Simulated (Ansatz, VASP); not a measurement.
**Ti in VASP and in Ansatz**

```
Ti
1.0
    -1.69023    1.69023    1.64100
     1.69023   -1.69023    1.64100
     1.69023    1.69023   -1.64100
Ti
1
Direct
  0.00000 0.00000 0.00000
```

Change from the starting cell: x and y stretched by +3 %, z held.

Alike in both runs: task single point; functional PBE; k mesh 14 × 14 × 14; occupations fermi-dirac, width 0.05 eV; no spin polarisation.

|  | VASP | Ansatz |
| --- | --- | --- |
| version | VASP 6.6.1 | Ansatz 0.2.0 |
| potentials or method | VASP PAW PBE potentials, release 64 (Ti_sv), cutoff 520 eV | all-electron LAPW, scalar-relativistic |

VASP gave:

```
pressure (GPa)                                                : -7.8
traceless stress, the component that is largest in VASP (GPa) : -0.59
```

Question: Estimate Ansatz's values.

Answer: Pressure (GPa): -7.6; traceless stress, the component that is largest in VASP (GPa): -0.60.

Ansatz ran all-electron here, and VASP with PAW potentials.
